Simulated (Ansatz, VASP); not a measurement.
# Te2Mo in VASP and in Ansatz

File INCAR:

```
SYSTEM = Te2Mo
  PREC = Accurate
  ENCUT = 520
  EDIFF = 1E-6
  ISMEAR = 0
  SIGMA = 0.02
  LREAL = .False.
  LASPH = .True.
  NELM = 100
  ALGO = Normal
  ISIF = 2
  LWAVE = .False.
  LCHARG = .True.
  LDIPOL = .True.
  IDIPOL = 3
  DIPOL = 0.5 0.5 0.500
  GGA = PE
  IVDW = 12
  LELF = .True.
  LVHAR = .True.
  LVACPOTAV = .True.
  NBANDS = 20
```

File KPOINTS:

```
regular mesh
0
Gamma
  9 9 1
  0 0 0
```

The input POSCAR:

```
Te2Mo
1.0
    3.3170000000      0.0000000000      0.0000000000
   -1.6585000000      2.8726062644      0.0000000000
    0.0000000000      0.0000000000     33.2698832047
Te Mo
2 1
Direct
    0.3333333333      0.6666666667      0.4510668556
    0.3333333333      0.6666666667      0.5489331444
    0.6666666667      0.3333333333      0.5000000000
```

Input for Ansatz:

```yaml
crystal:
  lattice:
    - [3.317, 0.0, 0.0]
    - [-1.6585, 2.8726062644, 0.0]
    - [0.0, 0.0, 33.2698832047]
  atoms:
    - { symbol: Te, position: [0.3333333333, 0.6666666667, 0.4510668556] }
    - { symbol: Mo, position: [0.6666666667, 0.3333333333, 0.5] }
    - { symbol: Te, position: [0.3333333333, 0.6666666667, 0.5489331444] }
  periodic: [true, true, false]
basis:
  ecutwfc: 420
kpoints:
  mp_grid: { grid: [9, 9, 1] }
hamiltonian:
  xc: pbe
  pseudopotentials: { kind: paw, azcp: { folder: soft_1 } }
  dispersion: d3bj
scf:
  occupations: { method: gaussian, width: 0.02 }
output:
  forces: true
  stress: true
  eigenvalues: true
```

Alike in both runs: task single point; functional PBE; dispersion D3(BJ); k mesh 9 × 9 × 1; occupations gaussian, width 0.02 eV; no spin polarisation.

```csv
,VASP,Ansatz
version,VASP 6.6.1,Ansatz 0.2.0
potentials or method,"VASP PAW PBE potentials, release 64 (Te, Mo_sv), cutoff 520 eV","scalar-relativistic, plane waves, PAW"
valence electrons in the cell,26,46
```

```csv
,VASP,Ansatz,Ansatz less VASP
gap on the k mesh at the Fermi level (eV),1.34,1.35,+0.008
least direct gap on the mesh (eV),1.34,1.35,+0.008
rms of the force components (eV/Å),2.505,2.488,-0.0166
```

VASP's potentials hold 26 valence electrons a cell and Ansatz's 46, so a difference there can come from the potentials and not from the codes.

Spin-orbit coupling is off throughout.
